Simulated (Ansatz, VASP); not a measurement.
# Two plane-wave programs on ZnS

The input INCAR:

```
SYSTEM = ZnS
ALGO     = Normal         ! electronic algorithm
EDIFF    = 1E-6           ! SCF threshold, eV
EDIFFG   = -0.01          ! ionic threshold
ENCUT    = 600            ! plane-wave cutoff, eV
GGA      = PE             ! functional
IBRION   = 2              ! ionic algorithm
ISIF     = 3              ! what is computed and relaxed
ISMEAR   = 0              ! smearing method
LASPH    = .True.         ! aspherical terms in the spheres
LCHARG   = .False.        ! write CHGCAR
LREAL    = .False.        ! projectors in reciprocal space
LWAVE    = .False.        ! write WAVECAR
NELM     = 100            ! most SCF steps
NSW      = 100            ! ionic steps
PREC     = Accurate       ! precision mode
SIGMA    = 0.02           ! smearing width, eV
```

File KPOINTS:

```
k-points
0
Gamma
  8 8 8
  0 0 0
```

Contents of POSCAR:

```
ZnS
1.0
    0.0000000000      2.7210842551      2.7210842551
    2.7210842551      0.0000000000      2.7210842551
    2.7210842551      2.7210842551      0.0000000000
Zn S
1 1
Direct
    0.5000000000      0.5000000000      0.5000000000
    0.2500000000      0.2500000000      0.2500000000
```

Input for Ansatz:

```yaml
crystal:
  lattice:
    - [0.0, 2.7210842551, 2.7210842551]
    - [2.7210842551, 0.0, 2.7210842551]
    - [2.7210842551, 2.7210842551, 0.0]
  atoms:
    - { symbol: Zn, position: [0.5, 0.5, 0.5] }
    - { symbol: S, position: [0.25, 0.25, 0.25] }
basis:
  ecutwfc: 420
kpoints:
  mp_grid: { grid: [8, 8, 8] }
hamiltonian:
  xc: pbe
scf:
  occupations: { method: gaussian, width: 0.02 }
output:
  forces: true
  stress: true
  eigenvalues: true
relax:
  adjacent_minimum: "off"
  f_tol: 0.01
  max_steps: 80
  cell: { stress_tol: 0.05 }
```

Alike in both runs: task relaxation of cell and atoms; functional PBE; k mesh 8 × 8 × 8; occupations gaussian, width 0.02 eV; no spin polarisation.

```csv
,VASP,Ansatz
version,VASP 6.6.1,Ansatz 0.2.0
potentials or method,"VASP PAW PBE potentials, release 64 (Zn, S), cutoff 600 eV","scalar-relativistic, plane waves, PAW"
valence electrons in the cell,18,18
```

Ansatz gave:

* gap on the k mesh at the Fermi level, each at its own relaxed structure (eV): 2.02
* relaxed volume (Å³/atom): 20.16
* relaxed cell length with the largest relative difference (Å): 3.849

Task: Estimate VASP's values.

Result: gap on the k mesh at the Fermi level, each at its own relaxed structure (eV): 2.01; relaxed volume (Å³/atom): 20.22; relaxed cell length with the largest relative difference (Å): 3.853.
